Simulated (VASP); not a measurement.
# TiAu (P4/nmm) in VASP: further runs

The runs below take TiAu through single point, with LDA.

Program: VASP 6.6.1. These are calculated values, not measurements. Logs are shortened: lines on timing, memory, paths and dates and some standing lists are left out, and cuts for length are marked.

## Step 1: The cell of the first run

The structure is tetragonal, space group P4/nmm (No. 129). The conventional cell has a = 3.322 Å, b = 3.322 Å, c = 6.103 Å, α = 90.00°, β = 90.00°, γ = 90.00°. Within 3.6 Å of Ti (site symmetry 4mm) lie 6 Au at 2.72 to 3.08 Å and 8 Ti at 2.87 to 3.32 Å. Au (site symmetry 4mm) has 6 Ti at 2.72 to 3.08 Å and 8 Au at 2.90 to 3.32 Å within 3.6 Å.

## Step 2: Single point, LDA

Input file INCAR:

```
  PREC = Accurate
  ENCUT = 520
  EDIFF = 1E-6
  ISMEAR = -1
  SIGMA = 0.1
  LREAL = False
  LASPH = True
  NELM = 100
  ALGO = Normal
  ISIF = 2
  LWAVE = False
  LCHARG = True
  LELF = True
  LVHAR = True
  NBANDS = 31
```

Input file KPOINTS:

```
regular mesh
0
Gamma
  5 5 3
```

Input file POSCAR:

```
TiAu
1.0
    3.3222620000      0.0000000000      0.0000000000
    0.0000000000      3.3222620000      0.0000000000
    0.0000000000      0.0000000000      6.1029220000
Ti Au
2 2
Direct
    0.0000000000      0.5000000000      0.8644990000
    0.5000000000      0.0000000000      0.1355010000
    0.0000000000      0.5000000000      0.3603450000
    0.5000000000      0.0000000000      0.6396550000
```

Potentials or basis: VASP PAW LDA potentials, release 64 (Ti_sv, Au).

Command:

```
$ cat potpaw_LDA.64/Ti_sv/POTCAR potpaw_LDA.64/Au/POTCAR > POTCAR
$ mpirun -np 1 vasp_std > vasp.out
```

OUTCAR:

```text
PREC = Accurate
   ENCUT = 520
   EDIFF = 1E-6
   ISMEAR = -1
   LREAL = False
   LASPH = True
   NELM = 100
   ISIF = 2

 ion  position               nearest neighbor table
   1  0.000  0.500  0.864-   4 2.72   4 2.72   4 2.72   4 2.72   2 2.87   2 2.87   2 2.87   2 2.87
                             3 3.03   3 3.08
   2  0.500  0.000  0.136-   3 2.72   3 2.72   3 2.72   3 2.72   1 2.87   1 2.87   1 2.87   1 2.87
                             4 3.03   4 3.08
   3  0.000  0.500  0.360-   2 2.72   2 2.72   2 2.72   2 2.72   4 2.90   4 2.90   4 2.90   4 2.90
                             1 3.03   1 3.08
   4  0.500  0.000  0.640-   1 2.72   1 2.72   1 2.72   1 2.72   3 2.90   3 2.90   3 2.90   3 2.90
                             2 3.03   2 3.08

  LATTYP: Found a simple tetragonal cell.
 ALAT       =     3.3222620000
 C/A-ratio  =     1.8369779385

  Lattice vectors:

 A1 = (   3.3222620000,   0.0000000000,   0.0000000000)
 A2 = (   0.0000000000,   3.3222620000,   0.0000000000)
 A3 = (   0.0000000000,   0.0000000000,   6.1029220000)

Analysis of symmetry for initial positions (statically):
=====================================================================
 Subroutine PRICEL returns:
 Original cell was already a primitive cell.

 Routine SETGRP: Setting up the symmetry group for a
 simple tetragonal supercell.

 Subroutine GETGRP returns: Found 16 space group operations
 (whereof  8 operations were pure point group operations)
 out of a pool of 16 trial point group operations.

The static configuration has the point symmetry D_2d.
 The point group associated with its full space group is D_4h.

Analysis of symmetry for dynamics (positions and initial velocities):
=====================================================================
 Subroutine PRICEL returns:
 Original cell was already a primitive cell.

 Routine SETGRP: Setting up the symmetry group for a
 simple tetragonal supercell.

 Subroutine GETGRP returns: Found 16 space group operations
 (whereof  8 operations were pure point group operations)
 out of a pool of 16 trial point group operations.

The dynamic configuration has the point symmetry D_2d.
 The point group associated with its full space group is D_4h.

 Subroutine INISYM returns: Found 16 space group operations
 (whereof  8 operations are pure point group operations),
 and found     1 'primitive' translations

----------------------------------------------------------------------------------------

                                     Primitive cell

  volume of cell :      67.3605

  direct lattice vectors                    reciprocal lattice vectors
     3.322262000  0.000000000  0.000000000     0.300999741  0.000000000  0.000000000
     0.000000000  3.322262000  0.000000000     0.000000000  0.300999741  0.000000000
     0.000000000  0.000000000  6.102922000     0.000000000  0.000000000  0.163855937

  length of vectors
     3.322262000  3.322262000  6.102922000     0.300999741  0.300999741  0.163855937

  position of ions in fractional coordinates (direct lattice)
     0.000000000  0.500000000  0.864499000
     0.500000000  0.000000000  0.135501000
     0.000000000  0.500000000  0.360345000
     0.500000000  0.000000000  0.639655000

  ion indices of the primitive-cell ions
   primitive index   ion index
                 1           1
                 2           2
                 3           3
                 4           4

----------------------------------------------------------------------------------------

 KPOINTS: regular mesh

Automatic generation of k-mesh.
 Grid dimensions read from file:
 generate k-points for:    5    5    3

 Generating k-lattice:

  Cartesian coordinates                     Fractional coordinates (reciprocal lattice)
     0.060199948  0.000000000  0.000000000     0.200000000  0.000000000  0.000000000
     0.000000000  0.060199948  0.000000000     0.000000000  0.200000000  0.000000000
     0.000000000  0.000000000  0.054618646     0.000000000  0.000000000  0.333333333

  Length of vectors
     0.060199948  0.060199948  0.054618646

  Shift w.r.t. Gamma in fractional coordinates (k-lattice)
     0.000000000  0.000000000  0.000000000

 Subroutine IBZKPT returns following result:
 ===========================================

 Found     12 irreducible k-points:

 Following reciprocal coordinates:
            Coordinates               Weight
  0.000000  0.000000  0.000000      1.000000
  0.200000  0.000000  0.000000      4.000000
  0.400000  0.000000  0.000000      4.000000
  0.200000  0.200000  0.000000      4.000000
  0.400000  0.200000  0.000000      8.000000
  0.400000  0.400000  0.000000      4.000000
  0.000000  0.000000  0.333333      2.000000
  0.200000  0.000000  0.333333      8.000000
  0.400000  0.000000  0.333333      8.000000
  0.200000  0.200000  0.333333      8.000000
  0.400000  0.200000  0.333333     16.000000
  0.400000  0.400000  0.333333      8.000000
   k-points           NKPTS =     12   k-points in BZ     NKDIM =     12   number of bands    NBANDS=     31
   number of dos      NEDOS =    301   number of ions     NIONS =      4
   total plane-waves  NPLWV =  37632
   dimension x,y,z NGX =    28 NGY =   28 NGZ =   48
   dimension x,y,z NGXF=    56 NGYF=   56 NGZF=   96
   ions per type =               2   2
   NGX,Y,Z   is equivalent  to a cutoff of  14.01, 14.01, 13.08 a.u.
   NGXF,Y,Z  is equivalent  to a cutoff of  28.02, 28.02, 26.15 a.u.
 SYSTEM =  unknown system
   PREC   = accura    normal or accurate (medium, high low for compatibility)
   ISTART =      0    job   : 0-new  1-cont  2-samecut
   ICHARG =      2    charge: 1-file 2-atom 10-const
   ISPIN  =      1    spin polarized calculation?
   LNONCOLLINEAR =      F non collinear calculations
   LSORBIT =      F    spin-orbit coupling
   LASPH  =      T    aspherical Exc in radial PAW
   ENCUT  =  520.0 eV  38.22 Ry    6.18 a.u.   6.18  6.18 11.35*2*pi/ulx,y,z
   NELM   =    100;   NELMIN=  2; NELMDL= -5     # of ELM steps
   EDIFF  = 0.1E-05   stopping-criterion for ELM
   LREAL  =      F    real-space projection
   EDIFFG = 0.1E-04   stopping-criterion for IOM
   NSW    =      0    number of steps for IOM
   IBRION =     -1    ionic relax: 0-MD 1-quasi-New 2-CG
   NFREE  =      0    steps in history (QN), initial steepest desc. (CG)
   ISIF   =      2    stress and relaxation
   ISYM   =      2    0-nonsym 1-usesym 2-fastsym
   POTIM  = 0.5000    time-step for ionic-motion
   TEBEG  =    0.0;   TEEND  =   0.0 temperature during run
   PSTRESS=    0.0 pullay stress
   NELECT =      46.0000    total number of electrons
   NUPDOWN=      -1.0000    fix difference up-down
   EMIN   =  10.00;   EMAX   =-10.00  energy-range for DOS
   EFERMI =   0.00;   METHOD = LEGACY
   ISMEAR =    -1;   SIGMA  =   0.10  broadening in eV -4-tet -1-fermi 0-gaus
   EFERMI_NEDOS =   21; number of points for ismear=-14 and -15
   IALGO  =     38    algorithm
   IMIX   =      4    mixing-type and parameters
     AMIX     =   0.40;   BMIX     =  1.00
     AMIX_MAG =   1.60;   BMIX_MAG =  1.00
  volume/ion in A,a.u.               =      16.84       113.64
  Fermi-wavevector in a.u.,A,eV,Ry     =   1.441647  2.724318 28.277613  2.078346
  Thomas-Fermi vector in A             =   2.560256
   LORBIT       =      0    0 simple, 1 ext, 2 COOP (PROOUT), +10 PAW based schemes
   GGA     = CA    functional components
   LHFCALC =     F    Hartree Fock is set to
   AEXX    =    0.0000 exact exchange contribution
   IVDW    =     0    specifies the selected vdW correction
   LEPSILON=     F    determine dielectric tensor
   LRPA    =     F    only Hartree local field effects (RPA)
 non-spin polarized calculation
  energy-cutoff  :      520.00
  volume of cell :       67.36
 maximum number of plane-waves:      1819
 NGX is ok and might be reduce to    28
   NGX = 13   NGY = 13   NGZ = 23

 number of electron      46.0000003 magnetization

 Free energy of the ion-electron system (eV)
  ---------------------------------------------------
  ext. energy  EPLUGINS =         0.00000000
  ---------------------------------------------------
  free energy    TOTEN  =       -27.83341071 eV

  energy without entropy =      -27.75329648  energy(sigma->0) =      -27.79335360

 E-fermi :   9.1221     XC(G=0): -12.5096

 val. band max:        9.0977639234   @ k =   0.4000   0.4000   0.0000
 cond. band min:       9.1319882015   @ k =   0.4000   0.2000   0.3333
 fundamental gap:      0.0342242782
 Fermi energy:         9.1221344389

 k-point     1 :       0.0000    0.0000    0.0000
  band No.  band energies     occupation
      1     -47.2711      2.00000
      2     -47.1753      2.00000
      3     -23.9950      2.00000
      4     -23.8880      2.00000
      5     -23.8880      2.00000
      6     -23.7972      2.00000
[... 23 lines left out ...]
     30      11.7165      0.00000
     31      11.8307      0.00000

 k-point     2 :       0.2000    0.0000    0.0000
  band No.  band energies     occupation
      1     -47.2591      2.00000
      2     -47.1815      2.00000
      3     -23.9988      2.00000
      4     -23.9563      2.00000
      5     -23.8662      2.00000
      6     -23.7598      2.00000
[... 23 lines left out ...]
     30      11.5979      0.00000
     31      11.6755      0.00000

 k-point     3 :       0.4000    0.0000    0.0000
  band No.  band energies     occupation
      1     -47.2305      2.00000
      2     -47.2008      2.00000
      3     -24.0241      2.00000
      4     -24.0227      2.00000
      5     -23.8116      2.00000
      6     -23.7489      2.00000
[... 23 lines left out ...]
     30      11.5692      0.00000
     31      11.5982      0.00000

 k-point     4 :       0.2000    0.2000    0.0000
  band No.  band energies     occupation
      1     -47.2489      2.00000
      2     -47.1861      2.00000
      3     -24.0002      2.00000
      4     -23.9353      2.00000
      5     -23.9288      2.00000
      6     -23.7579      2.00000
[... 23 lines left out ...]
     30      11.7005      0.00000
     31      12.2339      0.00000

 k-point     5 :       0.4000    0.2000    0.0000
  band No.  band energies     occupation
      1     -47.2249      2.00000
      2     -47.2009      2.00000
      3     -24.0166      2.00000
      4     -24.0078      2.00000
      5     -23.8715      2.00000
      6     -23.8119      2.00000
[... 23 lines left out ...]
     30      11.6492      0.00000
     31      12.8555      0.00000

 k-point     6 :       0.4000    0.4000    0.0000
  band No.  band energies     occupation
      1     -47.2130      2.00000
      2     -47.2038      2.00000
      3     -24.0199      2.00000
      4     -24.0110      2.00000
      5     -23.8938      2.00000
      6     -23.8604      2.00000
[... 23 lines left out ...]
     30      11.8366      0.00000
     31      13.0827      0.00000

 k-point     7 :       0.0000    0.0000    0.3333
  band No.  band energies     occupation
      1     -47.2710      2.00000
      2     -47.1754      2.00000
      3     -23.9944      2.00000
      4     -23.8882      2.00000
      5     -23.8882      2.00000
      6     -23.7994      2.00000
[... 23 lines left out ...]
     30      11.7747      0.00000
     31      12.5734      0.00000

 k-point     8 :       0.2000    0.0000    0.3333
  band No.  band energies     occupation
      1     -47.2590      2.00000
      2     -47.1816      2.00000
      3     -23.9989      2.00000
      4     -23.9575      2.00000
      5     -23.8664      2.00000
      6     -23.7606      2.00000
[... 23 lines left out ...]
     30      11.6913      0.00000
     31      13.2905      0.00000

 k-point     9 :       0.4000    0.0000    0.3333
  band No.  band energies     occupation
      1     -47.2304      2.00000
      2     -47.2008      2.00000
      3     -24.0256      2.00000
      4     -24.0238      2.00000
      5     -23.8116      2.00000
      6     -23.7488      2.00000
[... 23 lines left out ...]
     30      11.7304      0.00000
     31      11.9201      0.00000

 k-point    10 :       0.2000    0.2000    0.3333
  band No.  band energies     occupation
      1     -47.2488      2.00000
      2     -47.1861      2.00000
      3     -24.0006      2.00000
      4     -23.9355      2.00000
      5     -23.9303      2.00000
      6     -23.7572      2.00000
[... 23 lines left out ...]
     30      11.4677      0.00000
     31      14.2704      0.00000

 k-point    11 :       0.4000    0.2000    0.3333
  band No.  band energies     occupation
      1     -47.2248      2.00000
      2     -47.2009      2.00000
      3     -24.0176      2.00000
      4     -24.0089      2.00000
      5     -23.8719      2.00000
      6     -23.8115      2.00000
[... 23 lines left out ...]
     30      12.0962      0.00000
     31      12.5266      0.00000

 k-point    12 :       0.4000    0.4000    0.3333
  band No.  band energies     occupation
      1     -47.2130      2.00000
      2     -47.2038      2.00000
      3     -24.0205      2.00000
      4     -24.0112      2.00000
      5     -23.8948      2.00000
      6     -23.8606      2.00000
[... 23 lines left out ...]
     30      12.8394      0.00000
     31      12.9683      0.00000

------------------------ aborting loop because EDIFF is reached ----------------------------------------

  FORCE on cell =-STRESS in cart. coord.  units (eV):
  Direction    XX          YY          ZZ          XY          YZ          ZX
  --------------------------------------------------------------------------------------
  -------------------------------------------------------------------------------------
  Total       -2.9389046     -2.9389046     -3.8686187      0.0000000      0.0000000      0.0000000
  in kB      -69.9021440    -69.9021440    -92.0154877      0.0000000      0.0000000      0.0000000
  external PRESSURE =     -77.2732586 kB  Pullay stress =       0.0000000 kB

 VOLUME and BASIS-vectors are now :
 -----------------------------------------------------------------------------
  energy-cutoff  :      520.00
  volume of cell :       67.36
      direct lattice vectors                 reciprocal lattice vectors
     3.322262000  0.000000000  0.000000000     0.300999741  0.000000000  0.000000000
     0.000000000  3.322262000  0.000000000     0.000000000  0.300999741  0.000000000
     0.000000000  0.000000000  6.102922000     0.000000000  0.000000000  0.163855937

 POSITION                                       TOTAL-FORCE (eV/Angst)
 -----------------------------------------------------------------------------------
      0.00000      1.66113      5.27597        -0.000000      0.000000     -0.092087
      1.66113      0.00000      0.82695         0.000000      0.000000      0.092087
      0.00000      1.66113      2.19916        -0.000000      0.000000     -0.025579
      1.66113      0.00000      3.90376         0.000000      0.000000      0.025579
 -----------------------------------------------------------------------------------
    total drift:                                0.000000      0.000000     -0.000000

  FREE ENERGIE OF THE ION-ELECTRON SYSTEM (eV)
  ---------------------------------------------------
  free  energy   TOTEN  =       -27.8334107146 eV

  energy  without entropy=      -27.7532964788  energy(sigma->0) =      -27.79335360
```

Wall time 21 s (1 thread of Intel Xeon Platinum 8375C at 2.90GHz (Ice Lake), shared host); peak memory 0.17 GiB.

Results:

| Item | Value |
| --- | --- |
| Free energy | -27.8334 eV |
| Pressure | -7.7 GPa |
| Largest force | 0.092 eV/Å |
| Band gap on the k mesh | zero (band 23 reaches 9.79 eV, above the bottom of band 24 at 8.60 eV) |

Forces in eV/Å, atoms in the order of the input:
```
Ti   0.000  0.000 -0.092
Ti   0.000  0.000  0.092
Au   0.000  0.000 -0.026
Au   0.000  0.000  0.026
```

Levels at points of the mesh, in eV from the Fermi level:
```tsv
k point	band 18	band 19	band 20	band 21	band 22	band 23	band 24	band 25	band 26	band 27
(0.00, 0.00, 0.00)	-3.93	-3.93	-3.67	-2.09	-0.90	0.50	0.50	1.29	1.37	2.12
```

Caveat: the k points lie up to 0.38 Å⁻¹ apart; spin-orbit coupling is left out, which moves the levels of the heavy elements.

## Step 3: Single point, LDA

Input file INCAR:

```
SYSTEM = TiAu
PREC = Accurate
ENCUT = 520
EDIFF = 1E-6
ISMEAR = -1
SIGMA = 0.1
LREAL = .False.
LASPH = .True.
NELM = 60
ALGO = Normal
ISIF = 2
LWAVE = .False.
LCHARG = .False.
GGA = CA
NBANDS = 31
```

Input file KPOINTS:

```
Automatic mesh
0
Gamma
  6 6 4
  0 0 0
```

POSCAR is that of step 2.

Potentials or basis: VASP PAW LDA potentials, release 64 (Ti_sv, Au).

Command:

```
$ cat potpaw_LDA.64/Ti_sv/POTCAR potpaw_LDA.64/Au/POTCAR > POTCAR
$ mpirun -np 1 vasp_std > vasp.out
```

Run time: 46 s. Hardware: 1 thread of Intel Xeon Platinum 8375C at 2.90GHz (Ice Lake), shared host; peak memory 0.19 GiB.

Results (log left out):

* Free energy: -27.8561 eV
* Pressure: -7.8 GPa
* Largest force: 0.039 eV/Å
* Band gap on the k mesh: zero (band 23 reaches 9.79 eV, above the bottom of band 24 at 8.36 eV)

Forces in eV/Å, atoms in the order of the input:
```
Ti   0.000  0.000 -0.038
Ti   0.000  0.000  0.038
Au   0.000  0.000 -0.039
Au   0.000  0.000  0.039
```

Stress tensor (GPa, compression positive):
```
-7.62  0.00  0.00
 0.00 -7.62  0.00
 0.00  0.00 -8.21
```

Levels at points of the mesh, in eV from the Fermi level:
```tsv
k point	band 19	band 20	band 21	band 22	band 23	band 24	band 25	band 26	band 27	band 28
(0.00, 0.00, 0.00)	-3.99	-3.74	-2.13	-0.92	0.47	0.47	1.27	1.35	2.08	2.15
(0.50, 0.00, 0.00)	-2.77	-2.77	-0.90	-0.90	0.26	0.26	0.55	0.55	1.54	1.54
(0.50, 0.50, 0.00)	-2.14	-2.14	-1.26	-1.26	-0.15	-0.15	1.64	1.64	1.88	1.88
(0.00, 0.00, 0.50)	-3.90	-3.78	-1.36	-0.72	0.63	0.63	1.24	1.36	1.38	1.38
(0.50, 0.00, 0.50)	-2.97	-2.97	-1.74	-1.74	0.16	0.16	0.67	0.67	1.47	1.47
(0.50, 0.50, 0.50)	-2.29	-2.29	-1.39	-1.39	-0.81	-0.81	1.33	1.33	2.41	2.41
```

Caveat: spin-orbit coupling is left out, which moves the levels of the heavy elements.
